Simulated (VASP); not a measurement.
# GaSb (F-43m) in VASP: electric field gradients with PBE

Aim: the electric field gradients of GaSb with PBE.

Program: VASP 6.6.1. These are calculated values, not measurements. Logs are shortened: lines on timing, memory, paths and dates and some standing lists are left out, and cuts for length are marked.

### 1 The cell of the first run

The structure is cubic, space group F-43m (No. 216). Conventional cell: a = 6.118 Å, b = 6.118 Å, c = 6.118 Å, α = 90.00°, β = 90.00°, γ = 90.00°. Within 3.5 Å of Ga (site symmetry -43m) lie 4 Sb at 2.65 Å. Within 3.5 Å of Sb (site symmetry -43m) lie 4 Ga at 2.65 Å.

### 2 Electric field gradients, PBE, non-collinear spin, zero start, spin-orbit coupling

INCAR

```
SYSTEM = GaSb
PREC = Accurate
ENCUT = 520
EDIFF = 1E-8
ISMEAR = -1
SIGMA = 0.08
LREAL = .FALSE.
LASPH = .TRUE.
NELM = 150
ALGO = Normal
ISIF = 2
LWAVE = .FALSE.
LCHARG = .FALSE.
LNONCOLLINEAR = .TRUE.
MAGMOM = 0 0 0 0 0 0
LORBIT = 11
LSORBIT = .TRUE.
GGA_COMPAT = .FALSE.
LORBMOM = .TRUE.
GGA = PE
LEFG = .TRUE.
NBANDS = 30
```

KPOINTS

```
Automatic mesh
0
G
  12 12 12
  0 0 0
```

POSCAR

```
GaSb
1.0
    0.0000000000      3.0590000000      3.0590000000
    3.0590000000      0.0000000000      3.0590000000
    3.0590000000      3.0590000000      0.0000000000
Ga Sb
1 1
Direct
    0.0000000000      0.0000000000      0.0000000000
    0.7500000000      0.7500000000      0.7500000000
```

Potentials or basis: VASP PAW PBE potentials, release 64 (Ga_d, Sb).

Started as:

```sh
$ cat potpaw_PBE.64/Ga_d/POTCAR potpaw_PBE.64/Sb/POTCAR > POTCAR
$ mpirun -np 1 vasp_ncl > vasp.out
```

OUTCAR:

```text
SYSTEM = GaSb
   PREC = Accurate
   ENCUT = 520
   EDIFF = 1E-8
   ISMEAR = -1
   LREAL = .FALSE.
   LASPH = .TRUE.
   NELM = 150
   ISIF = 2
   LNONCOLLINEAR = .TRUE.
   LORBIT = 11
   LSORBIT = .TRUE.
   GGA = PE

 ion  position               nearest neighbor table
   1  0.000  0.000  0.000-   2 2.65   2 2.65   2 2.65   2 2.65
   2  0.750  0.750  0.750-   1 2.65   1 2.65   1 2.65   1 2.65

  LATTYP: Found a face centered cubic cell.
 ALAT       =     6.1180000000

  Lattice vectors:

 A1 = (   0.0000000000,   3.0590000000,   3.0590000000)
 A2 = (   3.0590000000,   0.0000000000,   3.0590000000)
 A3 = (   3.0590000000,   3.0590000000,   0.0000000000)

Analysis of symmetry for initial positions (statically):
=====================================================================
 Subroutine PRICEL returns:
 Original cell was already a primitive cell.

 Routine SETGRP: Setting up the symmetry group for a
 face centered cubic supercell.

 Subroutine GETGRP returns: Found 24 space group operations
 (whereof 24 operations were pure point group operations)
 out of a pool of 48 trial point group operations.

The static configuration has the point symmetry T_d .

Analysis of symmetry for dynamics (positions and initial velocities):
=====================================================================
 Subroutine PRICEL returns:
 Original cell was already a primitive cell.

 Routine SETGRP: Setting up the symmetry group for a
 face centered cubic supercell.

 Subroutine GETGRP returns: Found 24 space group operations
 (whereof 24 operations were pure point group operations)
 out of a pool of 48 trial point group operations.

The dynamic configuration has the point symmetry T_d .

Analysis of structural, dynamic, and magnetic symmetry:
=====================================================================
 Subroutine PRICEL returns:
 Original cell was already a primitive cell.

 Routine SETGRP: Setting up the symmetry group for a
 face centered cubic supercell.

 Subroutine GETGRP returns: Found 24 space group operations
 (whereof 24 operations were pure point group operations)
 out of a pool of 48 trial point group operations.

The overall configuration has the point symmetry T_d .

 Subroutine INISYM returns: Found 24 space group operations
 (whereof 24 operations are pure point group operations),
 and found     1 'primitive' translations

----------------------------------------------------------------------------------------

                                     Primitive cell
[... 999 lines left out ...]
 ion       Cq(MHz)       eta       Q (mb)
----------------------------------------------------------------------
   1      -0.000       0.000       1.000
   2       0.000       0.000       1.000
----------------------------------------------------------------------

 orbital moment (x)

 # of ion     p       d       tot
 ----------------------------------------
  1        -0.000   0.000  -0.000
  2        -0.000  -0.000  -0.000
 ----------------------------------------
           -0.000   0.000  -0.000

 orbital moment (y)

 # of ion     p       d       tot
 ----------------------------------------
  1         0.000  -0.000   0.000
  2         0.000   0.000   0.000
 ----------------------------------------
            0.000  -0.000   0.000

 orbital moment (z)

 # of ion     p       d       tot
 ----------------------------------------
  1        -0.000   0.000  -0.000
  2         0.000   0.000   0.000
 ----------------------------------------
           -0.000   0.000  -0.000

 Spin-Orbit-Coupling matrix elements

 Ion:    1  E_soc:     -0.0127192
 l=   1
     0.0000000    -0.0013066    -0.0013066
    -0.0013066     0.0000000    -0.0013066
    -0.0013066    -0.0013066     0.0000000
 l=   2
     0.0000000    -0.0001528     0.0000000    -0.0001528    -0.0006605
    -0.0001528     0.0000000    -0.0004954    -0.0001528    -0.0001651
     0.0000000    -0.0004954     0.0000000    -0.0004954     0.0000000
    -0.0001528    -0.0001528    -0.0004954     0.0000000    -0.0001651
    -0.0006605    -0.0001651     0.0000000    -0.0001651     0.0000000
 l=   3
     0.0000000     0.0000000     0.0000000     0.0000000     0.0000000     0.0000000     0.0000000
     0.0000000     0.0000000     0.0000000     0.0000000     0.0000000     0.0000000     0.0000000
     0.0000000     0.0000000     0.0000000     0.0000000     0.0000000     0.0000000     0.0000000
     0.0000000     0.0000000     0.0000000     0.0000000     0.0000000     0.0000000     0.0000000
     0.0000000     0.0000000     0.0000000     0.0000000     0.0000000     0.0000000     0.0000000
     0.0000000     0.0000000     0.0000000     0.0000000     0.0000000     0.0000000     0.0000000
     0.0000000     0.0000000     0.0000000     0.0000000     0.0000000     0.0000000     0.0000000

 Ion:    2  E_soc:     -0.1237603
 l=   1
     0.0000000    -0.0204818    -0.0204818
    -0.0204818     0.0000000    -0.0204818
    -0.0204818    -0.0204818     0.0000000
 l=   2
     0.0000000    -0.0000556     0.0000000    -0.0000556    -0.0000893
    -0.0000556     0.0000000    -0.0000670    -0.0000556    -0.0000223
     0.0000000    -0.0000670     0.0000000    -0.0000670     0.0000000
    -0.0000556    -0.0000556    -0.0000670     0.0000000    -0.0000223
    -0.0000893    -0.0000223     0.0000000    -0.0000223     0.0000000
 l=   3
     0.0000000     0.0000000     0.0000000     0.0000000     0.0000000     0.0000000     0.0000000
     0.0000000     0.0000000     0.0000000     0.0000000     0.0000000     0.0000000     0.0000000
     0.0000000     0.0000000     0.0000000     0.0000000     0.0000000     0.0000000     0.0000000
     0.0000000     0.0000000     0.0000000     0.0000000     0.0000000     0.0000000     0.0000000
     0.0000000     0.0000000     0.0000000     0.0000000     0.0000000     0.0000000     0.0000000
     0.0000000     0.0000000     0.0000000     0.0000000     0.0000000     0.0000000     0.0000000
     0.0000000     0.0000000     0.0000000     0.0000000     0.0000000     0.0000000     0.0000000

 total charge

# of ion       s       p       d       tot
------------------------------------------
    1        0.911   0.764   9.962  11.637
    2        1.129   1.342   0.028   2.499
--------------------------------------------------
tot          2.040   2.106   9.990  14.137

 magnetization (x)

# of ion       s       p       d       tot
------------------------------------------
    1       -0.000  -0.000   0.000  -0.000
    2       -0.000  -0.000   0.000  -0.000
--------------------------------------------------
tot         -0.000  -0.000   0.000  -0.000

 magnetization (y)

# of ion       s       p       d       tot
------------------------------------------
    1       -0.000   0.000   0.000  -0.000
    2        0.000   0.000   0.000   0.000
--------------------------------------------------
tot         -0.000   0.000   0.000  -0.000

 magnetization (z)

# of ion       s       p       d       tot
------------------------------------------
    1       -0.000   0.000   0.000  -0.000
    2       -0.000   0.000   0.000   0.000
--------------------------------------------------
tot         -0.000   0.000   0.000  -0.000
```

Run time: 14 min. Hardware: 1 thread of Intel Xeon 8259CL, shared host; peak memory 0.48 GiB.

What came out:

```
Free energy                                           : -7.4202 eV
Pressure                                              : 2.5 GPa
Net moment                                            : 0.00 μB per cell
Largest electric field gradient by atom               : under 0.05 V/Å² on every atom
Valence electrons inside the program's atomic spheres : Ga 11.64; Sb 2.50
```

Moments on the atoms (μB; x, y, z):
```
Ga  0.00 0.00 0.00
Sb  0.00 0.00 0.00
```
